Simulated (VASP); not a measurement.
A run of VASP 6.6.1:

INCAR

```
PREC = Accurate
ENCUT = 520
EDIFF = 1E-6
ISMEAR = 0
SIGMA = 0.1
LREAL = F
LASPH = T
NELM = 150
ALGO = Normal
ISIF = 2
LWAVE = F
LCHARG = T
ISPIN = 2
MAGMOM = 1 1 1 1 1 1 1 1 1 1
LORBIT = 11
GGA = PE
LELF = T
LVHAR = T
NBANDS = 35
```

File KPOINTS:

```
Automatic mesh
0
Gamma
  6 6 6
```

POSCAR

```
C
1.0
    4.7236937000      0.0000000000      0.0000000000
   -2.3618468500      4.0908387400      0.0000000000
    0.0000000000      0.0000000000      2.9353966100
C
10
Direct
    0.3048500100      0.9218300000      0.7500000000
    0.6951499900      0.0781700000      0.2500000000
    0.6169799900      0.6951499900      0.7500000000
    0.3830200100      0.3048500100      0.2500000000
    0.0781700000      0.3830200100      0.7500000000
    0.9218300000      0.6169799900      0.2500000000
    0.6666666700      0.3333333300      0.7500000000
    0.3333333300      0.6666666700      0.2500000000
    0.0000000000      0.0000000000      0.0000000000
    0.0000000000      0.0000000000      0.5000000000
```

Potentials or basis: VASP PAW PBE potentials, release 64 (C).

Launch:

```sh
$ cat potpaw_PBE.64/C/POTCAR > POTCAR
$ mpirun -np 1 vasp_std > vasp.out
```

Hardware: 1 thread of Intel(R) Xeon(R) 6975P-C (Granite Rapids), on a shared host.

Question: Estimate the wall time of this run.

Answer: It took 49 s on 1 thread of Intel(R) Xeon(R) 6975P-C (Granite Rapids), with other jobs on the host, peak memory 0.23 GiB. Counts: scf iterations 14, k points 32.
